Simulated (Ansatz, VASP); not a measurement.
## Os in VASP and in Ansatz

```
Os
1.0
     0.00000    1.91582    2.00335
     1.91582    0.00000    2.00335
     1.91582    1.91582    0.00000
Os
1
Cartesian
  0.0000 0.0000 0.0000
```

Change from the starting cell: strain -0.015 along x and y, +0.030 along z, atoms carried along.

Alike in both runs: task single point; functional PBEsol; k mesh 20 × 20 × 20; occupations gaussian, width 0.15 eV; no spin polarisation.

|  | VASP | Ansatz |
| --- | --- | --- |
| version | VASP 6.6.1 | Ansatz 0.2.0 |
| potentials or method | VASP PAW PBE potentials, release 64 (Os), cutoff 520 eV | scalar-relativistic, plane waves, PAW |
| valence electrons in the cell | 8 | 16 |

```tsv
	VASP	Ansatz	Ansatz less VASP
gap on the k mesh at the Fermi level (eV)	none	none	-
pressure (GPa)	-19.5	-19.5	+0.01
traceless stress, the component that is largest in VASP (GPa)	-9.39	-9.44	-0.053
```

VASP's potentials were made for PBE, not for PBEsol. A gap of «none» marks a metal or a gap that the smearing closes. With one functional, cell and mesh, what is left measures potentials, basis and numerics. VASP's potentials hold 8 valence electrons a cell and Ansatz's 16, so a difference there can come from the potentials and not from the codes.

Spin-orbit coupling is off throughout.
